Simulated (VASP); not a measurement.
# Li3ZrN2 (I4/mmm) in VASP: notebook, part 3 of 3

VASP 6.6.1.

**6. Relaxation of cell and atoms, PBE**

Contents of INCAR:

```
PREC     = Accurate       # precision mode
ENCUT    = 600            # plane-wave cutoff, eV
EDIFF    = 1E-6           # SCF threshold, eV
ISMEAR   = 0              # smearing method
SIGMA    = 0.1            # smearing width, eV
LREAL    = F              # projectors in reciprocal space
LASPH    = T              # aspherical terms in the spheres
NELM     = 60             # most SCF steps
ALGO     = Normal         # electronic algorithm
ISIF     = 3              # what is computed and relaxed
LWAVE    = F              # write WAVECAR
LCHARG   = F              # write CHGCAR
GGA      = PE             # functional
IBRION   = 2              # ionic algorithm
NSW      = 100            # ionic steps
EDIFFG   = -0.01          # ionic threshold
```

Contents of KPOINTS:

```
Automatic mesh
0
Gamma
  12 12 12
```

Contents of POSCAR:

```
Li3ZrN2
1.0
   -2.1953799053      2.1953799053      3.9470324204
    2.1953799053     -2.1953799053      3.9470324204
    2.1953799053      2.1953799053     -3.9470324204
Li Zr N
3 1 2
Direct
    0.0000000000      0.0000000000      0.0000000000
    0.2500000000      0.7500000000      0.5000000000
    0.7500000000      0.2500000000      0.5000000000
    0.5000000000      0.5000000000      0.0000000000
    0.2420382844      0.2420382844      0.0000000000
    0.7579617156      0.7579617156      0.0000000000
```

Potentials or basis: VASP PAW PBE potentials, release 64 (Li_sv, Zr_sv, N).

Started as:

```sh
> cat potpaw_PBE.64/Li_sv/POTCAR potpaw_PBE.64/Zr_sv/POTCAR potpaw_PBE.64/N/POTCAR > POTCAR
> mpirun -np 1 vasp_std > vasp.out
```

OUTCAR:

```text
PREC = Accurate
   ENCUT = 600
   EDIFF = 1E-6
   ISMEAR = 0
   LREAL = F
   LASPH = T
   NELM = 60
   ISIF = 3
   GGA = PE
   IBRION = 2
   NSW = 100
   EDIFFG = -0.01

 ion  position               nearest neighbor table
   1  0.000  0.000  0.000-   5 1.91   6 1.91   4 3.10   4 3.10   4 3.10   4 3.10
   2  0.250  0.750  0.500-   4 2.95   4 2.95   4 2.95   4 2.95
   3  0.750  0.250  0.500-   4 2.95   4 2.95   4 2.95   4 2.95
   4  0.500  0.500  0.000-   5 2.04   6 2.04   2 2.95   3 2.95   2 2.95   3 2.95   2 2.95   3 2.95
                             2 2.95   3 2.95   1 3.10   1 3.10   1 3.10   1 3.10
   5  0.242  0.242  0.000-   1 1.91   4 2.04
   6  0.758  0.758  0.000-   1 1.91   4 2.04

  LATTYP: Found a body centered tetragonal cell.
 ALAT       =     4.3907598106
 C/A-ratio  =     1.7978812737

  Lattice vectors:

 A1 = (  -2.1953799053,   2.1953799053,   3.9470324204)
 A2 = (   2.1953799053,  -2.1953799053,   3.9470324204)
 A3 = (   2.1953799053,   2.1953799053,  -3.9470324204)

Analysis of symmetry for initial positions (statically):
=====================================================================
 Subroutine PRICEL returns:
 Original cell was already a primitive cell.

 Routine SETGRP: Setting up the symmetry group for a
[... 184 lines left out ...]
  -------------------------------------------------------------------------------------
  Total       -0.1956880     -0.1956880      0.1549352      0.0000000     -0.0000000      0.0000000
  in kB       -4.1202614     -4.1202614      3.2622013      0.0000000     -0.0000000      0.0000000
  external PRESSURE =      -1.6594405 kB  Pullay stress =       0.0000000 kB
[... 147 lines left out ...]
--------------------------------------- Ionic step        5  -------------------------------------------

 number of electron      30.9999995 magnetization

 Free energy of the ion-electron system (eV)
  ---------------------------------------------------
  ext. energy  EPLUGINS =         0.00000000
  ---------------------------------------------------
  free energy    TOTEN  =       -31.45564855 eV

  energy without entropy =      -31.44028691  energy(sigma->0) =      -31.44796773

 E-fermi :   4.0985     XC(G=0):  -9.7653

 val. band max:        4.0962989691   @ k =  -0.0833   0.1667   0.0833
 cond. band min:       4.1032021880   @ k =  -0.2500   0.3333   0.1667
 fundamental gap:      0.0069032189
 Fermi energy:         4.0985467683

 k-point     1 :       0.0000    0.0000    0.0000
  band No.  band energies     occupation
      1     -44.7488      2.00000
      2     -40.2192      2.00000
      3     -40.2018      2.00000
      4     -40.1385      2.00000
      5     -22.9563      2.00000
      6     -22.9563      2.00000
[... 505 lines left out ...]
      6     -22.9608      2.00000
[... 11 lines left out ...]
     18       5.8974      0.00000
     19       6.8310      0.00000

 [... further k-points ...]

------------------------ aborting loop because EDIFF is reached ----------------------------------------

  FORCE on cell =-STRESS in cart. coord.  units (eV):
  Direction    XX          YY          ZZ          XY          YZ          ZX
  --------------------------------------------------------------------------------------
  -------------------------------------------------------------------------------------
  Total        0.0054215      0.0054215      0.0059185      0.0000000      0.0000000      0.0000000
  in kB        0.1154793      0.1154793      0.1260641      0.0000000      0.0000000      0.0000000
  external PRESSURE =       0.1190076 kB  Pullay stress =       0.0000000 kB
[... 21 lines left out ...]
  FREE ENERGIE OF THE ION-ELECTRON SYSTEM (eV)
  ---------------------------------------------------
  free  energy   TOTEN  =       -31.4556485511 eV

  energy  without entropy=      -31.4402869124  energy(sigma->0) =      -31.44796773

 reached required accuracy - stopping structural energy minimisation
```

It took 15 min on 1 thread of Intel Xeon Platinum 8124M at 3.00GHz (Skylake/Cascade Lake), shared host; peak memory 0.46 GiB.

What came out:

```yaml
Free_energy: -31.4556 eV
Relaxed_volume: 12.54 Å³/atom
Relaxed_cell: a = 5.008 Å, b = 5.008 Å, c = 5.008 Å, α = 128.28°, β = 128.28°, γ = 76.17°
Space_group_after_relaxing_to_0.1_Å: I4/mmm (No. 139)
Energy_gained_by_relaxing: 0.3 meV/atom
Ionic_steps: 5
Pressure_after_relaxing: 0.0 GPa
Band_gap_on_the_k_mesh: zero (an odd number of electrons rules out a gap without spin polarisation)
```

The path:
```csv
step,energy change (eV),largest force (eV/Å),pressure (GPa),volume (Å³)
1,0.0000,0.1088,-0.17,76.09
2,-0.0010,0.0011,-0.48,75.95
3,-0.0010,0.0065,-0.48,75.94
4,-0.0018,0.0013,-0.21,75.55
5,-0.0020,0.0016,0.01,75.22
```

Final structure:
```
CELL_PARAMETERS angstrom
-2.18427 2.18427 3.94144
2.18427 -2.18427 3.94144
2.18427 2.18427 -3.94144
ATOMIC_POSITIONS crystal
Li 0.00000 0.00000 0.00000
Li 0.25000 0.75000 0.50000
Li 0.75000 0.25000 0.50000
Zr 0.50000 0.50000 0.00000
N 0.24070 0.24070 0.00000
N 0.75930 0.75930 0.00000
```

Caveat: the cutoff is under 1.25 times the usual one of these potentials, so pressure, stress and relaxed cells hold a basis-set (Pulay) error.

**7. Summary**

```csv
task,cell,k mesh,cutoff (eV),gap on the mesh (eV),pressure (GPa),relaxed volume (Å³/atom),largest force (eV/Å)
single point,"a = 5.022 Å, angles 128.2, 128.2, 76.4°, 6 atoms, atomic positions A",6 × 6 × 6,520,none,-,-,0.05
single point,"a = 5.613 Å, angles 135.2, 135.2, 65.2°, 6 atoms, atomic positions B",6 × 6 × 6,520,none,-,-,0.41
relaxation of cell and atoms,"relaxed from a = 5.613 Å, angles 135.2, 135.2, 65.2°, 6 atoms, atomic positions B",6 × 6 × 6,600,none,-0.2,12.67,0.04
single point,"a = 5.012 Å, angles 128.1, 128.1, 76.4°, 6 atoms, atomic positions C",12 × 12 × 12,520,none,-,-,0.02
relaxation of cell and atoms,"relaxed from a = 5.022 Å, angles 128.2, 128.2, 76.4°, 6 atoms, atomic positions A",12 × 12 × 12,600,none,0.0,12.54,-
```

Alike in all rows: level PBE; potentials or basis VASP PAW PBE potentials, release 64 (Li_sv, Zr_sv, N); no spin polarisation; smearing gaussian 0.1 eV.

Caveats: the cutoff is under 1.25 times the usual one of these potentials, so pressure, stress and relaxed cells hold a basis-set (Pulay) error.

Total energies depend on the potentials used, so only differences within one code and one set of settings carry meaning.

The gap in the log of VASP goes by the Fermi energy; the results here count the filled bands.